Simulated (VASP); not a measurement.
# Sc (I4/mmm) in VASP: a series of runs

The runs below take Sc through single point, with r2SCAN.

All numbers are computed with VASP 6.6.1; they aren't measurements. Logs are shortened: lines on timing, memory, paths and dates and some standing lists are left out, and cuts for length are marked.

### Step 1. The cell of the first run

It takes space group I4/mmm (No. 139, tetragonal). The conventional cell has a = 3.211 Å, b = 3.211 Å, c = 4.745 Å, α = 90.00°, β = 90.00°, γ = 90.00°. Within 4.2 Å of Sc (site symmetry 4/mmm) lie 12 Sc at 3.21 to 3.28 Å.

### Step 2. Single point, r2SCAN (strain +0.0450 x Voigt [1, 0, 0, 0, 0, 0])

POSCAR reads:

```
Sc
1.0
    0.0000000000      2.2705000000      2.2705000000
    2.3726725000      0.0000000000      2.2705000000
    2.3726725000      2.2705000000      0.0000000000
Sc
1
Direct
    0.0000000000      0.0000000000      0.0000000000
```

INCAR.step1 reads:

```
PREC = Accurate
ENCUT = 520
ISMEAR = 0
SIGMA = 0.15
LREAL = F
LASPH = T
NELM = 80
NBANDS = 12
GGA = PE
ALGO = Normal
EDIFF = 1E-4
LWAVE = T
LCHARG = F
```

INCAR.step2 reads:

```
PREC = Accurate
ENCUT = 520
EDIFF = 1E-6
ISMEAR = 0
SIGMA = 0.15
LREAL = F
LASPH = T
NELM = 80
ALGO = Normal
ISIF = 2
LWAVE = F
LCHARG = F
METAGGA = R2SCAN
LMIXTAU = T
NBANDS = 12
ISTART = 1
```

KPOINTS reads:

```
regular mesh
0
Gamma
  18 18 18
```

Potentials or basis: VASP PAW PBE potentials, release 64 (Sc_sv).

The run is started by

```console
cat potpaw_PBE.64/Sc_sv/POTCAR > POTCAR
cp INCAR.step1 INCAR
mpirun -np 1 vasp_std > vasp.out
cp INCAR.step2 INCAR
mpirun -np 1 vasp_std > vasp.out
```

OUTCAR:

```text
PREC = Accurate
   ENCUT = 520
   EDIFF = 1E-6
   ISMEAR = 0
   LREAL = F
   LASPH = T
   NELM = 80
   ISIF = 2
   METAGGA = R2SCAN
   ISTART = 1

 ion  position               nearest neighbor table
   1  0.000  0.000  0.000-

  LATTYP: Found a body centered tetragonal cell.
 ALAT       =     3.2109718934
 C/A-ratio  =     1.4778531727

  Lattice vectors:

 A1 = (   2.3726725000,   0.0000000000,   2.2705000000)
 A2 = (   2.3726725000,   0.0000000000,  -2.2705000000)
 A3 = (  -2.3726725000,   2.2705000000,   0.0000000000)

Analysis of symmetry for initial positions (statically):
=====================================================================
 Subroutine PRICEL returns:
 Original cell was already a primitive cell.

 Routine SETGRP: Setting up the symmetry group for a
 body centered tetragonal supercell.

 Subroutine GETGRP returns: Found 16 space group operations
 (whereof 16 operations were pure point group operations)
 out of a pool of 16 trial point group operations.

The static configuration has the point symmetry D_4h.

Analysis of symmetry for dynamics (positions and initial velocities):
=====================================================================
 Subroutine PRICEL returns:
 Original cell was already a primitive cell.

 Routine SETGRP: Setting up the symmetry group for a
 body centered tetragonal supercell.

 Subroutine GETGRP returns: Found 16 space group operations
 (whereof 16 operations were pure point group operations)
 out of a pool of 16 trial point group operations.

The dynamic configuration has the point symmetry D_4h.

 Subroutine INISYM returns: Found 16 space group operations
 (whereof 16 operations are pure point group operations),
 and found     1 'primitive' translations

----------------------------------------------------------------------------------------

                                     Primitive cell

  volume of cell :      24.4631

  direct lattice vectors                    reciprocal lattice vectors
     0.000000000  2.270500000  2.270500000    -0.210732834  0.220215811  0.220215811
     2.372672500  0.000000000  2.270500000     0.210732834 -0.220215811  0.220215811
     2.372672500  2.270500000  0.000000000     0.210732834  0.220215811 -0.220215811

  length of vectors
     3.210971893  3.284013557  3.284013557     0.376029699  0.376029699  0.376029699

  position of ions in fractional coordinates (direct lattice)
     0.000000000  0.000000000  0.000000000

  ion indices of the primitive-cell ions
   primitive index   ion index
                 1           1

----------------------------------------------------------------------------------------

 KPOINTS: regular mesh

Automatic generation of k-mesh.
 Grid dimensions read from file:
 generate k-points for:   18   18   18

 Generating k-lattice:

  Cartesian coordinates                     Fractional coordinates (reciprocal lattice)
    -0.011707380  0.012234212  0.012234212     0.055555556 -0.000000000 -0.000000000
     0.011707380 -0.012234212  0.012234212     0.000000000  0.055555556  0.000000000
     0.011707380  0.012234212 -0.012234212     0.000000000  0.000000000  0.055555556

  Length of vectors
     0.020890539  0.020890539  0.020890539

  Shift w.r.t. Gamma in fractional coordinates (k-lattice)
     0.000000000  0.000000000  0.000000000

 Subroutine IBZKPT returns following result:
 ===========================================

 Found    480 irreducible k-points:

 Following reciprocal coordinates:
            Coordinates               Weight
  0.000000  0.000000  0.000000      1.000000
  0.055556 -0.000000 -0.000000      8.000000
  0.111111 -0.000000 -0.000000      8.000000
  0.166667 -0.000000 -0.000000      8.000000
  0.222222  0.000000  0.000000      8.000000
  0.277778 -0.000000 -0.000000      8.000000
[... 16 lines left out ...]
 -0.277778  0.055556  0.000000     16.000000
 -0.222222  0.055556  0.000000     16.000000
 [... further k-points ...]
   k-points           NKPTS =    480   k-points in BZ     NKDIM =    480   number of bands    NBANDS=     12
   number of dos      NEDOS =    301   number of ions     NIONS =      1
   total plane-waves  NPLWV =  13824
   dimension x,y,z NGX =    24 NGY =   24 NGZ =   24
   dimension x,y,z NGXF=    48 NGYF=   48 NGZF=   48
   ions per type =               1
   NGX,Y,Z   is equivalent  to a cutoff of  12.43, 12.15, 12.15 a.u.
   NGXF,Y,Z  is equivalent  to a cutoff of  24.85, 24.30, 24.30 a.u.
 SYSTEM =  unknown system
   PREC   = accura    normal or accurate (medium, high low for compatibility)
   ISTART =      1    job   : 0-new  1-cont  2-samecut
   ICHARG =      0    charge: 1-file 2-atom 10-const
   ISPIN  =      1    spin polarized calculation?
   LNONCOLLINEAR =      F non collinear calculations
   LSORBIT =      F    spin-orbit coupling
   LASPH  =      T    aspherical Exc in radial PAW
   ENCUT  =  520.0 eV  38.22 Ry    6.18 a.u.   5.97  6.11  6.11*2*pi/ulx,y,z
   NELM   =     80;   NELMIN=  2; NELMDL=  0     # of ELM steps
   EDIFF  = 0.1E-05   stopping-criterion for ELM
   LREAL  =      F    real-space projection
[... 7 lines left out ...]
   TEBEG  =    0.0;   TEEND  =   0.0 temperature during run
   PSTRESS=    0.0 pullay stress
   NELECT =      11.0000    total number of electrons
   NUPDOWN=      -1.0000    fix difference up-down
   EMIN   =  10.00;   EMAX   =-10.00  energy-range for DOS
   EFERMI =   0.00;   METHOD = LEGACY
   ISMEAR =     0;   SIGMA  =   0.15  broadening in eV -4-tet -1-fermi 0-gaus
   EFERMI_NEDOS =   21; number of points for ismear=-14 and -15
   IALGO  =     38    algorithm
   IMIX   =      4    mixing-type and parameters
     AMIX     =   0.40;   BMIX     =  1.00
     AMIX_MAG =   1.60;   BMIX_MAG =  1.00
  volume/ion in A,a.u.               =      24.46       165.08
  Fermi-wavevector in a.u.,A,eV,Ry     =   1.254206  2.370105 21.402401  1.573032
  Thomas-Fermi vector in A             =   2.388022
   LORBIT       =      0    0 simple, 1 ext, 2 COOP (PROOUT), +10 PAW based schemes
   METAGGA = R2SCAN    functional components
   LHFCALC =     F    Hartree Fock is set to
   AEXX    =    0.0000 exact exchange contribution
   IVDW    =     0    specifies the selected vdW correction
   LEPSILON=     F    determine dielectric tensor
   LRPA    =     F    only Hartree local field effects (RPA)
 non-spin polarized calculation
 Gauss-broadening in eV      SIGMA  =   0.15
  energy-cutoff  :      520.00
  volume of cell :       24.46
 maximum number of plane-waves:       674
   NGX = 11   NGY = 13   NGZ = 13

 number of electron      10.9999997 magnetization

 Free energy of the ion-electron system (eV)
  ---------------------------------------------------
  ext. energy  EPLUGINS =         0.00000000
  ---------------------------------------------------
  free energy    TOTEN  =       -11.30309097 eV

  energy without entropy =      -11.28121059  energy(sigma->0) =      -11.29215078

 E-fermi :   3.8254     XC(G=0): -10.6443

 val. band max:        3.8249289669   @ k =   0.3333   0.4444   0.1111
 cond. band min:       3.8256302775   @ k =   0.1111   0.5000   0.0556
 fundamental gap:      0.0007013106
 Fermi energy:         3.8254183303

 k-point     1 :       0.0000    0.0000    0.0000
  band No.  band energies     occupation
      1     -47.7109      2.00000
      2     -25.1441      2.00000
      3     -25.1440      2.00000
      4     -25.1308      2.00000
      5      -1.7596      2.00000
      6       5.4561      0.00000
      7       5.7326      0.00000
      8       5.7326      0.00000
      9       6.9360      0.00000
     10       7.2595      0.00000
     11      16.8753      0.00000
     12      20.0747      0.00000

 k-point     2 :       0.0556   -0.0000   -0.0000
  band No.  band energies     occupation
      1     -47.7090      2.00000
      2     -25.1554      2.00000
      3     -25.1454      2.00000
      4     -25.1347      2.00000
      5      -1.6765      2.00000
      6       5.4525      0.00000
      7       5.6997      0.00000
      8       5.7639      0.00000
      9       6.9177      0.00000
     10       7.2322      0.00000
     11      16.9499      0.00000
     12      19.7205      0.00000

 k-point     3 :       0.1111   -0.0000   -0.0000
  band No.  band energies     occupation
      1     -47.7034      2.00000
      2     -25.1921      2.00000
      3     -25.1491      2.00000
      4     -25.1416      2.00000
      5      -1.4314      2.00000
      6       5.3542      0.00000
      7       5.6887      0.00000
      8       5.8474      0.00000
      9       6.8814      0.00000
     10       7.1649      0.00000
     11      17.0705      0.00000
     12      18.5657      0.00000

 k-point     4 :       0.1667   -0.0000   -0.0000
  band No.  band energies     occupation
      1     -47.6949      2.00000
      2     -25.2493      2.00000
      3     -25.1547      2.00000
      4     -25.1509      2.00000
      5      -1.0371      2.00000
      6       5.1170      0.00000
      7       5.7344      0.00000
      8       5.9469      0.00000
      9       6.8832      0.00000
     10       7.1039      0.00000
     11      16.6248      0.00000
     12      17.8022      0.00000

 k-point     5 :       0.2222    0.0000    0.0000
  band No.  band energies     occupation
      1     -47.6844      2.00000
      2     -25.3191      2.00000
      3     -25.1618      2.00000
      4     -25.1616      2.00000
      5      -0.5160      2.00000
      6       4.8241      0.00000
      7       5.7363      0.00000
      8       5.9986      0.00000
      9       6.9929      0.00000
     10       7.1225      0.00000
     11      15.4176      0.00000
     12      17.6217      0.00000
[... 228 lines left out ...]
      1     -47.6511      2.00000
      2     -25.5252      2.00000
      3     -25.2016      2.00000
      4     -25.1885      2.00000
      5       1.5864      2.00000
      6       3.9971      0.10550
      7       5.4383      0.00000
      8       5.7060      0.00000
      9       7.7261      0.00000
     10       7.9835      0.00000
     11      11.7454      0.00000
     12      16.4623      0.00000

 k-point    22 :      -0.3333    0.0556    0.0000
  band No.  band energies     occupation
      1     -47.6588      2.00000
      2     -25.4761      2.00000
      3     -25.1963      2.00000
      4     -25.1810      2.00000
      5       1.0105      2.00000
      6       4.1882      0.00063
      7       5.5246      0.00000
      8       5.7991      0.00000
      9       7.4334      0.00000
     10       7.7846      0.00000
     11      12.6652      0.00000
     12      16.7881      0.00000

 k-point    23 :      -0.2778    0.0556    0.0000
  band No.  band energies     occupation
      1     -47.6687      2.00000
      2     -25.4123      2.00000
      3     -25.1889      2.00000
      4     -25.1714      2.00000
      5       0.3638      2.00000
      6       4.4304      0.00000
      7       5.6361      0.00000
      8       5.9075      0.00000
      9       7.1228      0.00000
     10       7.5483      0.00000
     11      13.8030      0.00000
     12      17.1694      0.00000

 k-point    24 :      -0.2222    0.0556    0.0000
  band No.  band energies     occupation
      1     -47.6797      2.00000
      2     -25.3410      2.00000
      3     -25.1801      2.00000
      4     -25.1611      2.00000
      5      -0.2650      2.00000
      6       4.7042      0.00000
      7       5.7433      0.00000
      8       5.9812      0.00000
      9       6.8712      0.00000
     10       7.3403      0.00000
     11      15.0575      0.00000
     12      17.4864      0.00000

 [... further k-points ...]

------------------------ aborting loop because EDIFF is reached ----------------------------------------

  FORCE on cell =-STRESS in cart. coord.  units (eV):
  Direction    XX          YY          ZZ          XY          YZ          ZX
  --------------------------------------------------------------------------------------
  -------------------------------------------------------------------------------------
  Total        0.1737193      0.2826802      0.2826802      0.0000000      0.0000000      0.0000000
  in kB       11.3775257     18.5137823     18.5137823      0.0000000      0.0000000      0.0000000
  external PRESSURE =      16.1350301 kB  Pullay stress =       0.0000000 kB

 VOLUME and BASIS-vectors are now :
 -----------------------------------------------------------------------------
  energy-cutoff  :      520.00
  volume of cell :       24.46
      direct lattice vectors                 reciprocal lattice vectors
     0.000000000  2.270500000  2.270500000    -0.210732834  0.220215811  0.220215811
     2.372672500  0.000000000  2.270500000     0.210732834 -0.220215811  0.220215811
     2.372672500  2.270500000  0.000000000     0.210732834  0.220215811 -0.220215811

 POSITION                                       TOTAL-FORCE (eV/Angst)
 -----------------------------------------------------------------------------------
      0.00000      0.00000      0.00000         0.000000      0.000000      0.000000
 -----------------------------------------------------------------------------------
    total drift:                               -0.000000     -0.000000     -0.000000

  FREE ENERGIE OF THE ION-ELECTRON SYSTEM (eV)
  ---------------------------------------------------
  free  energy   TOTEN  =       -11.3030909701 eV

  energy  without entropy=      -11.2812105943  energy(sigma->0) =      -11.29215078
```

It took 5.4 min on 1 thread of AMD EPYC 9R45 (Zen 5), shared host; peak memory 0.22 GiB.

What came out:

- Free energy: -11.3031 eV
- Pressure: 1.6 GPa
- Band gap on the k mesh: zero (an odd number of electrons rules out a gap without spin polarisation)

Levels at points of the mesh, in eV from the Fermi level:
| k point | band 3 | band 4 | band 5 | band 6 | band 7 | band 8 |
| --- | --- | --- | --- | --- | --- | --- |
| (0.00, 0.00, 0.00) | -28.97 | -28.96 | -5.59 | 1.63 | 1.91 | 1.91 |
| (0.50, 0.00, 0.00) | -29.03 | -29.01 | -1.84 | 0.07 | 1.54 | 1.84 |
| (0.50, 0.50, 0.00) | -29.15 | -29.09 | -1.59 | -0.63 | 2.14 | 4.19 |
| (0.00, 0.50, 0.50) | -29.10 | -29.10 | -1.63 | -0.51 | 1.44 | 4.20 |

Caveat: the cell differs from its parent crystal (strain +0.0450 x Voigt [1, 0, 0, 0, 0, 0]); the PAW data sets were made with another functional, which shifts forces and pressure a little.

### Step 3. Single point, r2SCAN (strain +0.0525 x Voigt [1, 0, 0, 0, 0, 0])

POSCAR reads:

```
Sc
1.0
    0.0000000000      2.2705000000      2.2705000000
    2.3897012500      0.0000000000      2.2705000000
    2.3897012500      2.2705000000      0.0000000000
Sc
1
Direct
    0.0000000000      0.0000000000      0.0000000000
```

INCAR.step1 reads:

```
SYSTEM = Sc
PREC     = Accurate       ! precision mode
ENCUT    = 520            ! plane-wave cutoff, eV
ISMEAR   = 0              ! smearing method
SIGMA    = 0.15           ! smearing width, eV
LREAL    = .FALSE.        ! projectors in reciprocal space
LASPH    = .TRUE.         ! aspherical terms in the spheres
NELM     = 100            ! most SCF steps
NBANDS   = 12             ! bands
GGA      = PE             ! functional
ALGO     = Normal         ! electronic algorithm
EDIFF    = 1E-4           ! SCF threshold, eV
LWAVE    = .TRUE.         ! write WAVECAR
LCHARG   = .FALSE.        ! write CHGCAR
```

INCAR.step2 reads:

```
SYSTEM = Sc
PREC     = Accurate       ! precision mode
ENCUT    = 520            ! plane-wave cutoff, eV
EDIFF    = 1E-6           ! SCF threshold, eV
ISMEAR   = 0              ! smearing method
SIGMA    = 0.15           ! smearing width, eV
LREAL    = .FALSE.        ! projectors in reciprocal space
LASPH    = .TRUE.         ! aspherical terms in the spheres
NELM     = 100            ! most SCF steps
ALGO     = Normal         ! electronic algorithm
ISIF     = 2              ! what is computed and relaxed
LWAVE    = .FALSE.        ! write WAVECAR
LCHARG   = .FALSE.        ! write CHGCAR
METAGGA  = R2SCAN         ! meta-GGA
LMIXTAU  = .TRUE.       
NBANDS   = 12             ! bands
ISTART   = 1
```

KPOINTS reads:

```
Automatic mesh
0
G
  18 18 18
  0 0 0
```

Potentials or basis: VASP PAW PBE potentials, release 64 (Sc_sv).

The run is started by

```console
cat potpaw_PBE.64/Sc_sv/POTCAR > POTCAR
cp INCAR.step1 INCAR
mpirun -np 1 vasp_std > vasp.out
cp INCAR.step2 INCAR
mpirun -np 1 vasp_std > vasp.out
```

It took 7.6 min on 1 thread of AMD EPYC 9R45 (Zen 5), shared host; peak memory 0.23 GiB.

The run converged. Its results:

```yaml
Free_energy: -11.3041 eV
Pressure: 1.2 GPa
Band_gap_on_the_k_mesh: zero (an odd number of electrons rules out a gap without spin polarisation)
```

Stress tensor (GPa, compression positive):
```
0.63 0.00 0.00
0.00 1.48 0.00
0.00 0.00 1.48
```

Levels at points of the mesh, in eV from the Fermi level:
```csv
k point,band 2,band 3,band 4,band 5,band 6,band 7,band 8,band 9
"(0.00, 0.00, 0.00)",-29.00,-29.00,-28.98,-5.57,1.59,1.91,1.91,3.06
"(0.50, 0.00, 0.00)",-29.41,-29.05,-29.04,-1.83,0.06,1.51,1.86,4.07
"(0.50, 0.50, 0.00)",-29.39,-29.18,-29.11,-1.57,-0.62,2.15,4.15,4.24
"(0.00, 0.50, 0.50)",-29.36,-29.12,-29.12,-1.62,-0.48,1.35,4.17,4.37
```

Caveat: the cell differs from its parent crystal (strain +0.0525 x Voigt [1, 0, 0, 0, 0, 0]); the PAW data sets were made with another functional, which shifts forces and pressure a little.
